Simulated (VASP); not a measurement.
A run of VASP 6.6.1 is set up as follows.

File POSCAR:

```
Ag
1.0
    0.0000000000      2.0244426431      2.0244426431
    2.0244426431      0.0000000000      2.0244426431
    2.0244426431      2.0244426431      0.0000000000
Ag
1
Direct
    0.0000000000      0.0000000000      0.0000000000
```

INCAR.step1

```
SYSTEM = Ag
PREC     = Accurate       ! precision mode
ENCUT    = 520            ! plane-wave cutoff, eV
ISMEAR   = -1             ! smearing method
SIGMA    = 0.05           ! smearing width, eV
LREAL    = .False.        ! projectors in reciprocal space
LASPH    = .True.         ! aspherical terms in the spheres
NELM     = 100            ! most SCF steps
NBANDS   = 12             ! bands
GGA      = PE             ! functional
ALGO     = Normal         ! electronic algorithm
EDIFF    = 1E-4           ! SCF threshold, eV
LWAVE    = .True.         ! write WAVECAR
LCHARG   = .False.        ! write CHGCAR
```

INCAR.step2

```
SYSTEM = Ag
PREC     = Accurate       ! precision mode
ENCUT    = 520            ! plane-wave cutoff, eV
EDIFF    = 1E-8           ! SCF threshold, eV
ISMEAR   = -1             ! smearing method
SIGMA    = 0.05           ! smearing width, eV
LREAL    = .False.        ! projectors in reciprocal space
LASPH    = .True.         ! aspherical terms in the spheres
NELM     = 100            ! most SCF steps
ALGO     = Normal         ! electronic algorithm
ISIF     = 2              ! what is computed and relaxed
LWAVE    = .False.        ! write WAVECAR
LCHARG   = .False.        ! write CHGCAR
METAGGA  = R2SCAN         ! meta-GGA
LMIXTAU  = .True.       
LEFG     = .True.       
NBANDS   = 12             ! bands
ISTART   = 1
```

Contents of KPOINTS:

```
Automatic mesh
0
Gamma
  14 14 14
  0 0 0
```

Potentials or basis: VASP PAW PBE potentials, release 64 (Ag).

Command:

```console
$ cat potpaw_PBE.64/Ag/POTCAR > POTCAR
$ cp INCAR.step1 INCAR
$ mpirun -np 1 vasp_std > vasp.out
$ cp INCAR.step2 INCAR
$ mpirun -np 1 vasp_std > vasp.out
```

Task: What does it give for the pressure?

Result: 4.9 GPa.

Task: Predict the band gap on the k mesh.

Result: Zero (an odd number of electrons rules out a gap without spin polarisation).

Caveat: the cell stands under pressure; the PAW data sets were made with another functional, which shifts forces and pressure a little.
